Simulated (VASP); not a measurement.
Write the native input for VASP 6.6.1 that does the following.

| Property | Result |
| --- | --- |
| Task | single point |
| Functional | HSE06 |
| Potentials or basis | VASP PAW PBE potentials, release 64 (Pb_d, S) |
| Cutoff | 520 eV |
| k mesh | 4 × 4 × 4 |
| Occupations | fermi-dirac, width 0.02 eV |
| Spin | non-collinear spin, zero start, spin-orbit coupling |
| Starting moments | [[0.0, 0.0, 0.0], [0.0, 0.0, 0.0]] μB |
| Dipole correction | no |
| Grid for exact exchange (PRECFOCK) | Normal |
| Further INCAR settings | ALGO = Normal; EDIFF = 1e-06; NBANDS = 32 |
| Share of exact exchange | 0.25 |
| Screening parameter | 0.2079 1/Å |

Crystal: PbS.

```xyz
2
Lattice="0.0000 2.9706 2.9706 2.9706 0.0000 2.9706 2.9706 2.9706 0.0000" Properties=species:S:1:pos:R:3 pbc="T T T"
Pb    0.0000    0.0000    0.0000
S     2.9706    2.9706    2.9706
```

These files were run (other wordings do the same):

POSCAR

```
PbS
1.0
    0.0000000000      2.9705684010      2.9705684010
    2.9705684010      0.0000000000      2.9705684010
    2.9705684010      2.9705684010      0.0000000000
Pb S
1 1
Direct
    0.0000000000      0.0000000000      0.0000000000
    0.5000000000      0.5000000000      0.5000000000
```

INCAR.step1

```
PREC = Accurate ; ENCUT = 520
EDIFF = 1E-5 ; ISMEAR = -1
SIGMA = 0.02 ; LREAL = F
LASPH = T ; NELM = 150
ALGO = Normal ; ISIF = 2
LWAVE = T ; LNONCOLLINEAR = T
MAGMOM = 0 0 0 0 0 0 ; LORBIT = 11
LSORBIT = T ; GGA_COMPAT = F
LORBMOM = T ; GGA = PE
NBANDS = 32
```

INCAR.step2

```
PREC = Accurate ; ENCUT = 520
EDIFF = 1E-6 ; ISMEAR = -1
SIGMA = 0.02 ; LREAL = F
LASPH = T ; NELM = 150
ALGO = Normal ; ISIF = 2
LWAVE = F ; LCHARG = T
LNONCOLLINEAR = T ; MAGMOM = 0 0 0 0 0 0
LORBIT = 11 ; LSORBIT = T
GGA_COMPAT = F ; LORBMOM = T
GGA = PE ; LHFCALC = T
HFSCREEN = 0.2079 ; PRECFOCK = Normal
LVHAR = T ; ISTART = 1
NBANDS = 32
```

KPOINTS

```
Automatic mesh
0
Gamma
  4 4 4
```

Potentials or basis: VASP PAW PBE potentials, release 64 (Pb_d, S).

Launch:

```bash
$ cat potpaw_PBE.64/Pb_d/POTCAR potpaw_PBE.64/S/POTCAR > POTCAR
$ cp INCAR.step1 INCAR
$ mpirun -np 1 vasp_ncl > vasp.out
$ cp INCAR.step2 INCAR
$ mpirun -np 1 vasp_ncl > vasp.out
```

It gave:

```json
{"Pressure": "0.6 GPa", "Net moment": "0.00 μB per cell", "Valence electrons inside the program's atomic spheres": "Pb 11.85; S 3.70"}
```

Caveat: the k points lie up to 0.46 Å⁻¹ apart; the PAW data sets were made with another functional, which shifts forces and pressure a little.

Wall time 22 min on 1 thread of AMD EPYC 9755 128-Core Processor (shared host), peak memory 0.41 GiB.
